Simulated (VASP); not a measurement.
# AgBr (Fm-3m) in VASP: notebook

Aim: see how the results for AgBr move with the level of theory and the settings. Levels: BLYP, RPBE+D4. Tasks: single point.

All numbers are computed with VASP 6.6.1; they aren't measurements. Logs are shortened: lines on timing, memory, paths and dates and some standing lists are left out, and cuts for length are marked.

**1. The cell of the first run**

It takes space group Fm-3m (No. 225, cubic). The conventional cell has a = 5.702 Å, b = 5.702 Å, c = 5.702 Å, α = 90.00°, β = 90.00°, γ = 90.00°. Within 3.8 Å of Ag (site symmetry m-3m) lie 6 Br at 2.85 Å. Br (site symmetry m-3m) has 6 Ag at 2.85 Å within 3.8 Å.

**2. Single point, BLYP**

Input file INCAR:

```
SYSTEM = AgBr
PREC = Accurate ; ENCUT = 500
EDIFF = 1E-6 ; ISMEAR = -1
SIGMA = 0.05 ; LREAL = .False.
LASPH = .True. ; NELM = 120
ALGO = Normal ; ISIF = 2
LWAVE = .False. ; LCHARG = .False.
GGA = B5 ; ALDAX = 1.0
AGGAX = 1.0 ; AGGAC = 1.0
ALDAC = 0.0 ; NBANDS = 16
GGA_COMPAT = .False.
```

Input file KPOINTS:

```
regular mesh
0
Gamma
  8 8 8
  0 0 0
```

Input file POSCAR:

```
AgBr
1.0
    0.0000000000      2.8508866679      2.8508866679
    2.8508866679      0.0000000000      2.8508866679
    2.8508866679      2.8508866679      0.0000000000
Ag Br
1 1
Direct
    0.0000000000      0.0000000000      0.0000000000
    0.5000000000      0.5000000000      0.5000000000
```

Potentials or basis: VASP PAW PBE potentials, release 64 (Ag, Br).

Command:

```sh
$ cat potpaw_PBE.64/Ag/POTCAR potpaw_PBE.64/Br/POTCAR > POTCAR
$ mpirun -np 1 vasp_std > vasp.out
```

OUTCAR:

```text
SYSTEM = AgBr
   PREC = Accurate
   ENCUT = 500
   EDIFF = 1E-6
   ISMEAR = -1
   LREAL = .False.
   LASPH = .True.
   NELM = 120
   ISIF = 2
   GGA = B5

 ion  position               nearest neighbor table
   1  0.000  0.000  0.000-   2 2.85   2 2.85   2 2.85   2 2.85   2 2.85   2 2.85
   2  0.500  0.500  0.500-   1 2.85   1 2.85   1 2.85   1 2.85   1 2.85   1 2.85

  LATTYP: Found a face centered cubic cell.
 ALAT       =     5.7017733358

  Lattice vectors:

 A1 = (   0.0000000000,   2.8508866679,   2.8508866679)
 A2 = (   2.8508866679,   0.0000000000,   2.8508866679)
 A3 = (   2.8508866679,   2.8508866679,   0.0000000000)

Analysis of symmetry for initial positions (statically):
=====================================================================
 Subroutine PRICEL returns:
 Original cell was already a primitive cell.

 Routine SETGRP: Setting up the symmetry group for a
 face centered cubic supercell.

 Subroutine GETGRP returns: Found 48 space group operations
 (whereof 48 operations were pure point group operations)
 out of a pool of 48 trial point group operations.

The static configuration has the point symmetry O_h .

Analysis of symmetry for dynamics (positions and initial velocities):
=====================================================================
 Subroutine PRICEL returns:
 Original cell was already a primitive cell.

 Routine SETGRP: Setting up the symmetry group for a
 face centered cubic supercell.

 Subroutine GETGRP returns: Found 48 space group operations
 (whereof 48 operations were pure point group operations)
 out of a pool of 48 trial point group operations.

The dynamic configuration has the point symmetry O_h .

 Subroutine INISYM returns: Found 48 space group operations
 (whereof 48 operations are pure point group operations),
 and found     1 'primitive' translations

----------------------------------------------------------------------------------------

                                     Primitive cell

  volume of cell :      46.3415

  direct lattice vectors                    reciprocal lattice vectors
     0.000000000  2.850886668  2.850886668    -0.175384032  0.175384032  0.175384032
     2.850886668  0.000000000  2.850886668     0.175384032 -0.175384032  0.175384032
     2.850886668  2.850886668  0.000000000     0.175384032  0.175384032 -0.175384032

  length of vectors
     4.031762591  4.031762591  4.031762591     0.303774055  0.303774055  0.303774055

  position of ions in fractional coordinates (direct lattice)
     0.000000000  0.000000000  0.000000000
     0.500000000  0.500000000  0.500000000

  ion indices of the primitive-cell ions
   primitive index   ion index
                 1           1
                 2           2

----------------------------------------------------------------------------------------

 KPOINTS: regular mesh

Automatic generation of k-mesh.
 Grid dimensions read from file:
 generate k-points for:    8    8    8

 Generating k-lattice:

  Cartesian coordinates                     Fractional coordinates (reciprocal lattice)
    -0.021923004  0.021923004  0.021923004     0.125000000  0.000000000  0.000000000
     0.021923004 -0.021923004  0.021923004     0.000000000  0.125000000  0.000000000
     0.021923004  0.021923004 -0.021923004     0.000000000  0.000000000  0.125000000

  Length of vectors
     0.037971757  0.037971757  0.037971757

  Shift w.r.t. Gamma in fractional coordinates (k-lattice)
     0.000000000  0.000000000  0.000000000

 Subroutine IBZKPT returns following result:
 ===========================================

 Found     29 irreducible k-points:

 Following reciprocal coordinates:
            Coordinates               Weight
  0.000000  0.000000  0.000000      1.000000
  0.125000  0.000000  0.000000      8.000000
  0.250000  0.000000  0.000000      8.000000
  0.375000  0.000000  0.000000      8.000000
  0.500000  0.000000  0.000000      4.000000
  0.125000  0.125000  0.000000      6.000000
[... 16 lines left out ...]
  0.500000  0.250000  0.125000     48.000000
 -0.375000  0.250000  0.125000     24.000000
 [... further k-points ...]
   k-points           NKPTS =     29   k-points in BZ     NKDIM =     29   number of bands    NBANDS=     16
   number of dos      NEDOS =    301   number of ions     NIONS =      2
   total plane-waves  NPLWV =  27000
   dimension x,y,z NGX =    30 NGY =   30 NGZ =   30
   dimension x,y,z NGXF=    60 NGYF=   60 NGZF=   60
   ions per type =               1   1
   NGX,Y,Z   is equivalent  to a cutoff of  12.37, 12.37, 12.37 a.u.
   NGXF,Y,Z  is equivalent  to a cutoff of  24.74, 24.74, 24.74 a.u.
 SYSTEM =  AgBr
   PREC   = accura    normal or accurate (medium, high low for compatibility)
   ISTART =      0    job   : 0-new  1-cont  2-samecut
   ICHARG =      2    charge: 1-file 2-atom 10-const
   ISPIN  =      1    spin polarized calculation?
   LNONCOLLINEAR =      F non collinear calculations
   LSORBIT =      F    spin-orbit coupling
   LASPH  =      T    aspherical Exc in radial PAW
   ENCUT  =  500.0 eV  36.75 Ry    6.06 a.u.   7.35  7.35  7.35*2*pi/ulx,y,z
   NELM   =    120;   NELMIN=  2; NELMDL= -5     # of ELM steps
   EDIFF  = 0.1E-05   stopping-criterion for ELM
   LREAL  =      F    real-space projection
   EDIFFG = 0.1E-04   stopping-criterion for IOM
   NSW    =      0    number of steps for IOM
   IBRION =     -1    ionic relax: 0-MD 1-quasi-New 2-CG
   NFREE  =      0    steps in history (QN), initial steepest desc. (CG)
   ISIF   =      2    stress and relaxation
   ISYM   =      2    0-nonsym 1-usesym 2-fastsym
   POTIM  = 0.5000    time-step for ionic-motion
   TEBEG  =    0.0;   TEEND  =   0.0 temperature during run
   PSTRESS=    0.0 pullay stress
   NELECT =      18.0000    total number of electrons
   NUPDOWN=      -1.0000    fix difference up-down
   EMIN   =  10.00;   EMAX   =-10.00  energy-range for DOS
   EFERMI =   0.00;   METHOD = LEGACY
   ISMEAR =    -1;   SIGMA  =   0.05  broadening in eV -4-tet -1-fermi 0-gaus
   EFERMI_NEDOS =   21; number of points for ismear=-14 and -15
   IALGO  =     38    algorithm
   IMIX   =      4    mixing-type and parameters
     AMIX     =   0.40;   BMIX     =  1.00
     AMIX_MAG =   1.60;   BMIX_MAG =  1.00
  volume/ion in A,a.u.               =      23.17       156.36
  Fermi-wavevector in a.u.,A,eV,Ry     =   1.194471  2.257223 19.412271  1.426762
  Thomas-Fermi vector in A             =   2.330461
   LORBIT       =      0    0 simple, 1 ext, 2 COOP (PROOUT), +10 PAW based schemes
   GGA     = B5    functional components
   LHFCALC =     F    Hartree Fock is set to
   AEXX    =    0.0000 exact exchange contribution
   IVDW    =     0    specifies the selected vdW correction
   LEPSILON=     F    determine dielectric tensor
   LRPA    =     F    only Hartree local field effects (RPA)
 non-spin polarized calculation
  energy-cutoff  :      500.00
  volume of cell :       46.34
 maximum number of plane-waves:      1243
 NGX is ok and might be reduce to    30
   NGX = 15   NGY = 15   NGZ = 15

 number of electron      17.9999999 magnetization

 Free energy of the ion-electron system (eV)
  ---------------------------------------------------
  ext. energy  EPLUGINS =         0.00000000
  ---------------------------------------------------
  free energy    TOTEN  =        -4.11218077 eV

  energy without entropy =       -4.11217247  energy(sigma->0) =       -4.11217662

 E-fermi :   4.6928     XC(G=0):  -9.4342

 val. band max:        4.2455340761   @ k =   0.5000   0.0000   0.0000
 cond. band min:       4.9945093855   @ k =   0.0000   0.0000   0.0000
 fundamental gap:      0.7489753094
 Fermi energy:         4.6928445151

 k-point     1 :       0.0000    0.0000    0.0000
  band No.  band energies     occupation
      1     -10.9359      2.00000
      2       1.3317      2.00000
      3       1.3317      2.00000
      4       1.3317      2.00000
      5       1.3321      2.00000
      6       1.3321      2.00000
[... 8 lines left out ...]
     15      16.0822      0.00000
     16      16.0822      0.00000

 k-point     2 :       0.1250    0.0000    0.0000
  band No.  band energies     occupation
      1     -10.8729      2.00000
      2       0.9354      2.00000
      3       0.9354      2.00000
      4       0.9976      2.00000
      5       1.3758      2.00000
      6       1.3758      2.00000
[... 8 lines left out ...]
     15      15.3240      0.00000
     16      15.7836      0.00000

 k-point     3 :       0.2500    0.0000    0.0000
  band No.  band energies     occupation
      1     -10.7136      2.00000
      2       0.0045      2.00000
      3       0.4137      2.00000
      4       0.4137      2.00000
      5       1.4848      2.00000
      6       1.4848      2.00000
[... 8 lines left out ...]
     15      15.7778      0.00000
     16      15.7778      0.00000

 k-point     4 :       0.3750    0.0000    0.0000
  band No.  band energies     occupation
      1     -10.5431      2.00000
      2      -0.8214      2.00000
      3       0.0629      2.00000
      4       0.0629      2.00000
      5       1.5979      2.00000
      6       1.5979      2.00000
[... 8 lines left out ...]
     15      16.8041      0.00000
     16      16.8041      0.00000
[... 324 lines left out ...]
 k-point    22 :       0.3750    0.2500    0.1250
  band No.  band energies     occupation
      1     -10.6144      2.00000
      2      -0.4150      2.00000
      3       0.3594      2.00000
      4       0.7499      2.00000
      5       1.4360      2.00000
      6       1.5768      2.00000
[... 8 lines left out ...]
     15      17.8631      0.00000
     16      18.4647      0.00000

 k-point    23 :       0.5000    0.2500    0.1250
  band No.  band energies     occupation
      1     -10.4912      2.00000
      2      -0.6267      2.00000
      3       0.0697      2.00000
      4       0.3630      2.00000
      5       1.5313      2.00000
      6       1.6524      2.00000
[... 8 lines left out ...]
     15      18.1569      0.00000
     16      18.4989      0.00000

 k-point    24 :      -0.3750    0.2500    0.1250
  band No.  band energies     occupation
      1     -10.4385      2.00000
      2      -0.6920      2.00000
      3       0.0522      2.00000
      4       0.0696      2.00000
      5       1.5986      2.00000
      6       1.6538      2.00000
[... 8 lines left out ...]
     15      17.0205      0.00000
     16      18.7470      0.00000

 [... further k-points ...]
[... 5 lines left out ...]
  --------------------------------------------------------------------------------------
  -------------------------------------------------------------------------------------
  Total        2.1654813      2.1654813      2.1654813      0.0000000      0.0000000      0.0000000
  in kB       74.8678172     74.8678172     74.8678172      0.0000000      0.0000000      0.0000000
  external PRESSURE =      74.8678172 kB  Pullay stress =       0.0000000 kB

 VOLUME and BASIS-vectors are now :
 -----------------------------------------------------------------------------
  energy-cutoff  :      500.00
  volume of cell :       46.34
      direct lattice vectors                 reciprocal lattice vectors
     0.000000000  2.850886668  2.850886668    -0.175384032  0.175384032  0.175384032
     2.850886668  0.000000000  2.850886668     0.175384032 -0.175384032  0.175384032
     2.850886668  2.850886668  0.000000000     0.175384032  0.175384032 -0.175384032

 POSITION                                       TOTAL-FORCE (eV/Angst)
 -----------------------------------------------------------------------------------
      0.00000      0.00000      0.00000        -0.000000      0.000000     -0.000000
      2.85089      2.85089      2.85089         0.000000     -0.000000      0.000000
 -----------------------------------------------------------------------------------
    total drift:                               -0.000000      0.000000      0.000000

  FREE ENERGIE OF THE ION-ELECTRON SYSTEM (eV)
  ---------------------------------------------------
  free  energy   TOTEN  =        -4.1121807722 eV

  energy  without entropy=       -4.1121724741  energy(sigma->0) =       -4.11217662
```

Run time: 26 s. Hardware: 1 thread of Intel Xeon Platinum 8488C (Sapphire Rapids), shared host; peak memory 0.18 GiB.

Results:

```yaml
Free_energy: -4.1122 eV
Pressure: 7.5 GPa
Band_gap_on_the_k_mesh: 0.75 eV, indirect (least direct gap 2.73 eV)
```

Caveat: the PAW data sets were made with another functional, which shifts forces and pressure a little.

**3. Single point, RPBE+D4**

This run uses another cell than the first one, of 23.64 Å³/atom, 1.020 times its volume.

Input file INCAR:

```
PREC = Accurate
ENCUT = 500
EDIFF = 1E-6
ISMEAR = -1
SIGMA = 0.05
LREAL = False
LASPH = True
NELM = 120
ALGO = Normal
ISIF = 2
LWAVE = False
LCHARG = False
GGA = RP
IVDW = 13
NBANDS = 16
GGA_COMPAT = False
```

Input file KPOINTS:

```
regular mesh
0
Gamma
  8 8 8
```

Input file POSCAR:

```
AgBr
1.0
    0.0000000000      2.8701500000      2.8701500000
    2.8701500000      0.0000000000      2.8701500000
    2.8701500000      2.8701500000      0.0000000000
Ag Br
1 1
Direct
    0.0000000000      0.0000000000      0.0000000000
    0.5000000000      0.5000000000      0.5000000000
```

Potentials or basis: VASP PAW PBE potentials, release 64 (Ag, Br).

Command:

```sh
$ cat potpaw_PBE.64/Ag/POTCAR potpaw_PBE.64/Br/POTCAR > POTCAR
$ mpirun -np 1 vasp_std > vasp.out
```

It took 19 s on 1 thread of Intel Xeon Platinum 8488C (Sapphire Rapids), shared host; peak memory 0.17 GiB.

The run converged. Its results:

- Free energy: -5.7073 eV
- Pressure: -0.3 GPa
- Band gap on the k mesh: 0.84 eV, indirect (least direct gap 2.78 eV)
- Dispersion energy per atom: -0.743 eV

Levels at points of the mesh, in eV from the valence-band top:
| k point | band 5 | band 6 | band 7 | band 8 | band 9 | band 10 | band 11 | band 12 | band 13 | band 14 |
| --- | --- | --- | --- | --- | --- | --- | --- | --- | --- | --- |
| (0.00, 0.00, 0.00) | -2.77 | -2.77 | -1.94 | -1.94 | -1.94 | 0.84 | 9.97 | 9.97 | 9.97 | 11.37 |
| (0.50, 0.00, 0.00) | -2.47 | -2.47 | -2.13 | 0.00 | 0.00 | 3.90 | 6.69 | 6.86 | 6.86 | 12.44 |
| (0.50, 0.50, 0.00) | -2.83 | -2.61 | -2.37 | -2.37 | -2.26 | 1.72 | 7.17 | 9.22 | 11.19 | 11.19 |

Caveat: the PAW data sets were made with another functional, which shifts forces and pressure a little. A k mesh can miss the band edges.

**4. Single point, RPBE+D4**

This run uses another cell than the first one, of 24.12 Å³/atom, 1.041 times its volume.

Input file INCAR:

```
ALGO = Normal
EDIFF = 1E-6
ENCUT = 500
GGA = RP
GGA_COMPAT = F
ISIF = 2
ISMEAR = -1
IVDW = 13
LASPH = T
LCHARG = T
LELF = T
LREAL = F
LVHAR = T
LWAVE = F
NBANDS = 16
NELM = 120
PREC = Accurate
SIGMA = 0.05
```

Input file KPOINTS:

```
k-points
0
Gamma
  8 8 8
```

Input file POSCAR:

```
AgBr
1.0
    0.0000000000      2.8891581698      2.8891581698
    2.8891581698      0.0000000000      2.8891581698
    2.8891581698      2.8891581698      0.0000000000
Ag Br
1 1
Direct
    0.0000000000      0.0000000000      0.0000000000
    0.5000000000      0.5000000000      0.5000000000
```

Command:

```sh
$ cat potpaw_PBE.64/Ag/POTCAR potpaw_PBE.64/Br/POTCAR > POTCAR
$ mpirun -np 1 vasp_std > vasp.out
```

It took 21 s on 1 thread of Intel Xeon Platinum 8488C (Sapphire Rapids), shared host; peak memory 0.18 GiB.

It converged, with:

| Quantity | Value |
| --- | --- |
| Free energy | -5.7032 eV |
| Pressure | -1.1 GPa |
| Band gap on the k mesh | 0.85 eV, indirect (least direct gap 2.71 eV) |
| Dispersion energy per atom | -0.727 eV |

Levels at points of the mesh, in eV from the valence-band top:
| k point | band 6 | band 7 | band 8 | band 9 | band 10 | band 11 | band 12 | band 13 |
| --- | --- | --- | --- | --- | --- | --- | --- | --- |
| (0.00, 0.00, 0.00) | -2.69 | -1.87 | -1.87 | -1.87 | 0.85 | 9.98 | 9.98 | 9.98 |
| (0.50, 0.00, 0.00) | -2.40 | -2.07 | 0.00 | 0.00 | 3.96 | 6.58 | 6.90 | 6.90 |
| (0.50, 0.50, 0.00) | -2.54 | -2.30 | -2.30 | -2.21 | 1.77 | 7.21 | 9.15 | 11.09 |

Caveat: the PAW data sets were made with another functional, which shifts forces and pressure a little. A k mesh can miss the band edges.

[end of part 1 of 2]
